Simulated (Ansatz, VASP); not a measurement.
One calculation of LiH, two programs

Contents of INCAR:

```
SYSTEM = LiH
PREC = Accurate ; ENCUT = 520
EDIFF = 1E-6 ; ISMEAR = -1
SIGMA = 0.03 ; LREAL = .FALSE.
LASPH = .TRUE. ; NELM = 80
ALGO = Normal ; ISIF = 2
LWAVE = .FALSE. ; LCHARG = .FALSE.
GGA = CA ; NBANDS = 9
```

File KPOINTS:

```
Automatic mesh
0
G
  11 11 11
  0 0 0
```

POSCAR

```
LiH
1.0
    0.0000000000      2.0257022904      2.0257022904
    2.0257022904      0.0000000000      2.0257022904
    2.0257022904      2.0257022904      0.0000000000
Li H
1 1
Direct
    0.0000000000      0.0000000000      0.0000000000
    0.5000000000      0.5000000000      0.5000000000
```

Input for Ansatz:

```yaml
crystal:
  lattice:
    - [0.0, 2.0257022904, 2.0257022904]
    - [2.0257022904, 0.0, 2.0257022904]
    - [2.0257022904, 2.0257022904, 0.0]
  atoms:
    - { symbol: Li, position: [0.0, 0.0, 0.0] }
    - { symbol: H, position: [0.5, 0.5, 0.5] }
kpoints:
  mp_grid: { grid: [11, 11, 11] }
  band_path:
    path:
      - [0.0, 0.0, 0.0]
      - [0.5, 0.0, 0.5]
      - [0.625, 0.25, 0.625]
      - [0.375, 0.375, 0.75]
      - [0.0, 0.0, 0.0]
      - [0.5, 0.5, 0.5]
      - [0.5, 0.25, 0.75]
      - [0.5, 0.0, 0.5]
    npoints: 5
scf:
  occupations: { method: fermi_dirac, width: 0.03 }
hamiltonian:
  xc: lda
  pseudopotentials: { kind: all_electron, lapw: { basis_error: 0.001 } }
output:
  forces: true
  stress: true
  eigenvalues: true
```

Change from the starting cell: volume scaled by 0.99.

Alike in both runs: task single point; functional LDA; k mesh 11 × 11 × 11; occupations fermi-dirac, width 0.03 eV; no spin polarisation.

|  | VASP | Ansatz |
| --- | --- | --- |
| version | VASP 6.6.1 | Ansatz 0.2.0 |
| potentials or method | VASP PAW LDA potentials, release 64 (Li_sv, H), cutoff 520 eV | all-electron LAPW, scalar-relativistic |

```csv
,VASP,Ansatz,Ansatz less VASP
gap on the k mesh at the Fermi level (eV),2.83,2.84,+0.010
```

LDA's correlation is that of Perdew and Zunger in VASP and of Perdew and Wang (1992) in Ansatz. Ansatz ran all-electron here, and VASP with PAW potentials.

Noted on VASP's run: the cutoff is short for stress, so the pressure is rough.
